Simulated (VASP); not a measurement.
# C (P6/mmm) in VASP: notebook

The runs below take C through relaxation of shape and atoms at fixed volume, single point, with PBE+D3(BJ).

All numbers are computed with VASP 6.6.1; they aren't measurements. Logs are shortened: lines on timing, memory, paths and dates and some standing lists are left out, and cuts for length are marked.

## (1) The cell of the first run

It takes space group P6/mmm (No. 191, hexagonal). Conventional cell: a = 2.440 Å, b = 2.440 Å, c = 3.531 Å, α = 90.00°, β = 90.00°, γ = 120.00°. C (site symmetry -6m2) has 3 C at 1.41 Å within 1.9 Å.

## (2) Relaxation of shape and atoms at fixed volume, PBE+D3(BJ) (9.10 Å³/atom)

File INCAR:

```
SYSTEM = C
  PREC = Accurate
  ENCUT = 600
  EDIFF = 1E-7
  ISMEAR = 0
  SIGMA = 0.1
  LREAL = .FALSE.
  LASPH = .TRUE.
  NELM = 60
  ALGO = Normal
  ISIF = 4
  LWAVE = .FALSE.
  LCHARG = .FALSE.
  GGA = PE
  IVDW = 12
  IBRION = 2
  NSW = 50
  EDIFFG = -0.01
```

File KPOINTS:

```
regular mesh
0
G
  18 18 12
  0 0 0
```

File POSCAR:

```
C
1.0
    2.4398400999      0.0000000000      0.0000000000
   -1.2199200499      2.1129635077      0.0000000000
    0.0000000000      0.0000000000      3.5313893130
C
2
Direct
    0.3333333333      0.6666666667      0.0000000000
    0.6666666667      0.3333333333      0.0000000000
```

Potentials or basis: VASP PAW PBE potentials, release 64 (C).

On the command line:

```bash
$ cat potpaw_PBE.64/C/POTCAR > POTCAR
$ mpirun -np 1 vasp_std > vasp.out
```

OUTCAR:

```text
SYSTEM = C
   PREC = Accurate
   ENCUT = 600
   EDIFF = 1E-7
   ISMEAR = 0
   LREAL = .FALSE.
   LASPH = .TRUE.
   NELM = 60
   ISIF = 4
   GGA = PE
   IVDW = 12
   IBRION = 2
   NSW = 50
   EDIFFG = -0.01
 IVDW          = 12

 ion  position               nearest neighbor table
   1  0.333  0.667  0.000-   2 1.41   2 1.41   2 1.41
   2  0.667  0.333  0.000-   1 1.41   1 1.41   1 1.41

  LATTYP: Found a hexagonal cell.
 ALAT       =     2.4398400999
 C/A-ratio  =     1.4473855533

  Lattice vectors:

 A1 = (   2.4398400999,   0.0000000000,   0.0000000000)
 A2 = (  -1.2199200499,   2.1129635077,   0.0000000000)
 A3 = (   0.0000000000,   0.0000000000,   3.5313893130)

Analysis of symmetry for initial positions (statically):
=====================================================================
 Subroutine PRICEL returns:
 Original cell was already a primitive cell.

 Routine SETGRP: Setting up the symmetry group for a
 hexagonal supercell.

 Subroutine GETGRP returns: Found 24 space group operations
 (whereof 24 operations were pure point group operations)
 out of a pool of 24 trial point group operations.

The static configuration has the point symmetry D_6h.

Analysis of symmetry for dynamics (positions and initial velocities):
=====================================================================
 Subroutine PRICEL returns:
 Original cell was already a primitive cell.

 Routine SETGRP: Setting up the symmetry group for a
 hexagonal supercell.

 Subroutine GETGRP returns: Found 24 space group operations
 (whereof 24 operations were pure point group operations)
 out of a pool of 24 trial point group operations.

The dynamic configuration has the point symmetry D_6h.

 Subroutine INISYM returns: Found 24 space group operations
 (whereof 24 operations are pure point group operations),
 and found     1 'primitive' translations

----------------------------------------------------------------------------------------

                                     Primitive cell

  volume of cell :      18.2053

  direct lattice vectors                    reciprocal lattice vectors
     2.439840100  0.000000000  0.000000000     0.409862925  0.236634470  0.000000000
    -1.219920050  2.112963508  0.000000000     0.000000000  0.473268940  0.000000000
     0.000000000  0.000000000  3.531389313     0.000000000  0.000000000  0.283174669

  length of vectors
     2.439840100  2.439840100  3.531389313     0.473268940  0.473268940  0.283174669

  position of ions in fractional coordinates (direct lattice)
     0.333333333  0.666666667  0.000000000
     0.666666667  0.333333333  0.000000000

  ion indices of the primitive-cell ions
   primitive index   ion index
                 1           1
                 2           2

----------------------------------------------------------------------------------------

 KPOINTS: regular mesh

Automatic generation of k-mesh.
 Grid dimensions read from file:
 generate k-points for:   18   18   12

 Generating k-lattice:

  Cartesian coordinates                     Fractional coordinates (reciprocal lattice)
     0.022770163  0.013146359  0.000000000     0.055555556  0.000000000  0.000000000
     0.000000000  0.026292719  0.000000000     0.000000000  0.055555556  0.000000000
     0.000000000  0.000000000  0.023597889     0.000000000  0.000000000  0.083333333

  Length of vectors
     0.026292719  0.026292719  0.023597889

  Shift w.r.t. Gamma in fractional coordinates (k-lattice)
     0.000000000  0.000000000  0.000000000

 Subroutine IBZKPT returns following result:
 ===========================================

 Found    259 irreducible k-points:

 Following reciprocal coordinates:
            Coordinates               Weight
  0.000000  0.000000  0.000000      1.000000
  0.055556 -0.000000  0.000000      6.000000
  0.111111 -0.000000  0.000000      6.000000
  0.166667  0.000000  0.000000      6.000000
  0.222222  0.000000  0.000000      6.000000
  0.277778  0.000000  0.000000      6.000000
[... 16 lines left out ...]
  0.333333  0.111111  0.000000     12.000000
  0.388889  0.111111  0.000000     12.000000
 [... further k-points ...]
   k-points           NKPTS =    259   k-points in BZ     NKDIM =    259   number of bands    NBANDS=      8
   number of dos      NEDOS =    301   number of ions     NIONS =      2
   total plane-waves  NPLWV =  11200
   dimension x,y,z NGX =    20 NGY =   20 NGZ =   28
   dimension x,y,z NGXF=    40 NGYF=   40 NGZF=   56
   ions per type =               2
   NGX,Y,Z   is equivalent  to a cutoff of  13.63, 13.63, 13.18 a.u.
   NGXF,Y,Z  is equivalent  to a cutoff of  27.26, 27.26, 26.36 a.u.
 SYSTEM =  C
   PREC   = accura    normal or accurate (medium, high low for compatibility)
   ISTART =      0    job   : 0-new  1-cont  2-samecut
   ICHARG =      2    charge: 1-file 2-atom 10-const
   ISPIN  =      1    spin polarized calculation?
   LNONCOLLINEAR =      F non collinear calculations
   LSORBIT =      F    spin-orbit coupling
   LASPH  =      T    aspherical Exc in radial PAW
   ENCUT  =  600.0 eV  44.10 Ry    6.64 a.u.   4.87  4.87  7.05*2*pi/ulx,y,z
   NELM   =     60;   NELMIN=  2; NELMDL= -5     # of ELM steps
   EDIFF  = 0.1E-06   stopping-criterion for ELM
   LREAL  =      F    real-space projection
   EDIFFG = -.1E-01   stopping-criterion for IOM
   NSW    =     50    number of steps for IOM
   IBRION =      2    ionic relax: 0-MD 1-quasi-New 2-CG
   NFREE  =      1    steps in history (QN), initial steepest desc. (CG)
   ISIF   =      4    stress and relaxation
   ISYM   =      2    0-nonsym 1-usesym 2-fastsym
   POTIM  = 0.5000    time-step for ionic-motion
   TEBEG  =    0.0;   TEEND  =   0.0 temperature during run
   PSTRESS=    0.0 pullay stress
   NELECT =       8.0000    total number of electrons
   NUPDOWN=      -1.0000    fix difference up-down
   EMIN   =  10.00;   EMAX   =-10.00  energy-range for DOS
   EFERMI =   0.00;   METHOD = LEGACY
   ISMEAR =     0;   SIGMA  =   0.10  broadening in eV -4-tet -1-fermi 0-gaus
   EFERMI_NEDOS =   21; number of points for ismear=-14 and -15
   IALGO  =     38    algorithm
   IMIX   =      4    mixing-type and parameters
     AMIX     =   0.40;   BMIX     =  1.00
     AMIX_MAG =   1.60;   BMIX_MAG =  1.00
  volume/ion in A,a.u.               =       9.10        61.43
  Fermi-wavevector in a.u.,A,eV,Ry     =   1.244625  2.352000 21.076667  1.549091
  Thomas-Fermi vector in A             =   2.378883
   LORBIT       =      0    0 simple, 1 ext, 2 COOP (PROOUT), +10 PAW based schemes
   GGA     = PE    functional components
   LHFCALC =     F    Hartree Fock is set to
   AEXX    =    0.0000 exact exchange contribution
   IVDW    =    12    specifies the selected vdW correction
   LEPSILON=     F    determine dielectric tensor
   LRPA    =     F    only Hartree local field effects (RPA)
 conjugate gradient relaxation of ions
 non-spin polarized calculation
 Gauss-broadening in eV      SIGMA  =   0.10
  energy-cutoff  :      600.00
  volume of cell :       18.21
 maximum number of plane-waves:       630
 NGX is ok and might be reduce to    20
   NGX =  9   NGY =  9   NGZ = 15

--------------------------------------- Ionic step        1  -------------------------------------------

 number of electron       7.9999999 magnetization

 Free energy of the ion-electron system (eV)
  ---------------------------------------------------
  ext. energy  EPLUGINS =         0.00000000
  ---------------------------------------------------
  free energy    TOTEN  =       -18.41185863 eV

  energy without entropy =      -18.41174186  energy(sigma->0) =      -18.41180024

------------------------ aborting loop because EDIFF is reached ----------------------------------------

 Edisp (eV)   -0.29402

 E8    (eV) :    -0.0827

  FORCE on cell =-STRESS in cart. coord.  units (eV):
  Direction    XX          YY          ZZ          XY          YZ          ZX
  --------------------------------------------------------------------------------------
  -------------------------------------------------------------------------------------
  Total       1.52746     1.52746    -0.01004     0.00000    -0.00000     0.00000
  in kB     134.42529   134.42529    -0.88361     0.00000    -0.00000     0.00000
  external pressure =       89.32 kB  Pullay stress =        0.00 kB
[... 61 lines left out ...]
  energy  without entropy=      -18.7190262433  energy(sigma->0) =      -18.71908446

--------------------------------------- Ionic step        3  -------------------------------------------

 number of electron       8.0000000 magnetization

 Free energy of the ion-electron system (eV)
  ---------------------------------------------------
  ext. energy  EPLUGINS =         0.00000000
  ---------------------------------------------------
  free energy    TOTEN  =       -18.41966136 eV

  energy without entropy =      -18.41954510  energy(sigma->0) =      -18.41960323

 E-fermi :   4.4236     XC(G=0): -10.0899

 val. band max:        4.4236239538   @ k =   0.3333   0.3333   0.2500
 cond. band min:       4.7087804326   @ k =   0.3333   0.3333   0.1667
 fundamental gap:      0.2851564788
 Fermi energy:         4.4236387948

 k-point     1 :       0.0000    0.0000    0.0000
  band No.  band energies     occupation
      1     -15.2147      2.00000
      2      -2.3067      2.00000
      3       1.4016      2.00000
      4       1.4016      2.00000
      5       8.4622      0.00000
      6      12.7440      0.00000
      7      12.7440      0.00000
      8      16.0759      0.00000
[... 243 lines left out ...]
 k-point    24 :       0.3889    0.1111    0.0000
  band No.  band energies     occupation
      1     -10.4889      2.00000
      2      -7.8389      2.00000
      3      -2.8270      2.00000
      4       2.5587      2.00000
      5       7.2671      0.00000
      6      12.9375      0.00000
      7      14.4479      0.00000
      8      17.1920      0.00000

 [... further k-points ...]

------------------------ aborting loop because EDIFF is reached ----------------------------------------

 Edisp (eV)   -0.30081

 E8    (eV) :    -0.0848

  FORCE on cell =-STRESS in cart. coord.  units (eV):
  Direction    XX          YY          ZZ          XY          YZ          ZX
  --------------------------------------------------------------------------------------
  -------------------------------------------------------------------------------------
  Total       0.08952     0.08952     0.09025     0.00000     0.00000    -0.00000
  in kB       7.87793     7.87793     7.94219     0.00000     0.00000    -0.00000
  external pressure =        7.90 kB  Pullay stress =        0.00 kB
[... 17 lines left out ...]
  FREE ENERGIE OF THE ION-ELECTRON SYSTEM (eV)
  ---------------------------------------------------
  free  energy   TOTEN  =       -18.7204719677 eV

  energy  without entropy=      -18.7203557112  energy(sigma->0) =      -18.72041384

 reached required accuracy - stopping structural energy minimisation
```

It took 43 s on 1 thread of AMD EPYC 9R45 (Zen 5), shared host; peak memory 0.14 GiB.

What came out:

```yaml
Free_energy: -18.7205 eV
Energy_gained_by_relaxing: 7.3 meV/atom
Ionic_steps: 3
Pressure_after_relaxing: 0.8 GPa
Band_gap_on_the_k_mesh: zero (bands 4 and 5 overlap by 1.11 eV)
Dispersion_energy_per_atom: -0.150 eV
```

Step by step:
```
step  energy change (eV)  largest force (eV/Å)  pressure (GPa)  volume (Å³)
   1              0.0000                0.0000            8.93        18.21
   2             -0.0133                0.0000           -1.58        18.21
   3             -0.0146                0.0000            0.79        18.21
```

Final structure:
```
C
1.0
     2.46326    0.00000    0.00000
    -1.23163    2.13324    0.00000
     0.00000    0.00000    3.46457
C
2
Direct
  0.33333 0.66667 0.00000
  0.66667 0.33333 0.00000
```

[end of part 1 of 2]
